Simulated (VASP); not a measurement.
Input of a VASP 6.6.1 run:

File POSCAR:

```
Pt
1.0
    2.7849903018      0.0000000000      0.0000000000
   -1.3924951509      2.4118724643      0.0000000000
    0.0000000000      0.0000000000      4.8343576206
Pt
2
Direct
    0.6666666667      0.3333333333      0.7500000000
    0.3333333333      0.6666666667      0.2500000000
```

File INCAR.step1:

```
SYSTEM = Pt
PREC = Accurate ; ENCUT = 550
ISMEAR = -1 ; SIGMA = 0.1
LREAL = .FALSE. ; LASPH = .TRUE.
NELM = 120 ; NBANDS = 25
GGA = PE ; ALGO = Normal
EDIFF = 1E-5 ; LWAVE = .TRUE.
LCHARG = .FALSE. ; GGA_COMPAT = .FALSE.
```

The input INCAR.step2:

```
SYSTEM = Pt
PREC = Accurate ; ENCUT = 550
EDIFF = 1E-6 ; ISMEAR = -1
SIGMA = 0.1 ; LREAL = .FALSE.
LASPH = .TRUE. ; NELM = 120
ALGO = Normal ; ISIF = 2
LWAVE = .FALSE. ; LCHARG = .FALSE.
METAGGA = R2SCAN ; LMIXTAU = .TRUE.
NBANDS = 25 ; ISTART = 1
GGA_COMPAT = .FALSE.
```

File KPOINTS:

```
Automatic mesh
0
G
  10 10 5
  0 0 0
```

Potentials or basis: VASP PAW PBE potentials, release 64 (Pt_sv_GW).

Command:

```sh
$ cat potpaw_PBE.64/Pt_sv_GW/POTCAR > POTCAR
$ cp INCAR.step1 INCAR
$ mpirun -np 1 vasp_std > vasp.out
$ cp INCAR.step2 INCAR
$ mpirun -np 1 vasp_std > vasp.out
```

(1) Predict the pressure.

(2) Estimate the band gap on the k mesh.

## Answers

(1) -13.7 GPa.

(2) zero (band 18 reaches 9.64 eV, above the bottom of band 19 at 8.46 eV).

Caveat: the PAW data sets were made with another functional, which shifts forces and pressure a little; spin-orbit coupling is left out, which moves the levels of the heavy elements.
